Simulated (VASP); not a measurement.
Write the native input for VASP 6.6.1 that does the following.

| Item | Value |
| --- | --- |
| Task | density of states |
| Functional | PBEsol |
| Potentials or basis | VASP PAW PBE potentials, release 64 (Ta_pv, K_sv, O) |
| Cutoff | 520 eV |
| k mesh | 7 × 7 × 7 |
| Occupations | fermi-dirac, width 0.05 eV |
| Spin | no spin polarisation |
| Dipole correction | no |
| k mesh for the DOS | 11 × 11 × 11 |
| Occupations for the DOS | tetrahedron |
| Further INCAR settings | ALGO = Normal; EDIFF = 1e-07 |

Crystal: KTaO3.

```xyz
5
Lattice="3.9883 0.0000 0.0000 0.0000 3.9883 0.0000 0.0000 0.0000 3.9883" Properties=species:S:1:pos:R:3 pbc="T T T"
Ta    0.0000    0.0000    0.0000
K     1.9942    1.9942    1.9942
O     0.0000    0.0000    1.9942
O     0.0000    1.9942    0.0000
O     1.9942    0.0000    0.0000
```

These files were run (other wordings do the same):

POSCAR

```
KTaO3
1.0
    3.9883000000      0.0000000000      0.0000000000
    0.0000000000      3.9883000000      0.0000000000
    0.0000000000      0.0000000000      3.9883000000
Ta K O
1 1 3
Direct
    0.0000000000      0.0000000000      0.0000000000
    0.5000000000      0.5000000000      0.5000000000
    0.0000000000      0.0000000000      0.5000000000
    0.0000000000      0.5000000000      0.0000000000
    0.5000000000      0.0000000000      0.0000000000
```

INCAR.step1

```
SYSTEM = KTaO3
ALGO = Normal
EDIFF = 1E-7
ENCUT = 520
GGA = PS
ISIF = 2
ISMEAR = -1
LASPH = .TRUE.
LCHARG = .TRUE.
LMAXMIX = 4
LREAL = .FALSE.
LWAVE = .FALSE.
NBANDS = 27
NELM = 100
PREC = Accurate
SIGMA = 0.05
```

KPOINTS.step1

```
k-points
0
G
  7 7 7
  0 0 0
```

INCAR.step2

```
SYSTEM = KTaO3
ALGO = Normal
EDIFF = 1E-7
ENCUT = 520
GGA = PS
ICHARG = 11
ISIF = 2
ISMEAR = -5
LASPH = .TRUE.
LCHARG = .FALSE.
LMAXMIX = 4
LORBIT = 10
LREAL = .FALSE.
LWAVE = .FALSE.
NEDOS = 1001
NELM = 100
PREC = Accurate
SIGMA = 0.05
```

KPOINTS.step2

```
k-points
0
G
  11 11 11
  0 0 0
```

Potentials or basis: VASP PAW PBE potentials, release 64 (Ta_pv, K_sv, O).

The run is started by

```console
$ cat potpaw_PBE.64/Ta_pv/POTCAR potpaw_PBE.64/K_sv/POTCAR potpaw_PBE.64/O/POTCAR > POTCAR
$ cp INCAR.step1 INCAR
$ cp KPOINTS.step1 KPOINTS
$ mpirun -np 1 vasp_std > vasp.out
$ cp INCAR.step2 INCAR
$ cp KPOINTS.step2 KPOINTS
$ mpirun -np 1 vasp_std > vasp.out
```

Results of the run:

* Valence electrons inside the program's atomic spheres: Ta 8.78; K 7.60; O 5.06

Caveat: spin-orbit coupling is left out, which moves the levels of the heavy elements.

Run time: 41 s on 1 thread of Intel(R) Xeon(R) 6975P-C (Granite Rapids), on a shared host, peak memory 0.21 GiB.
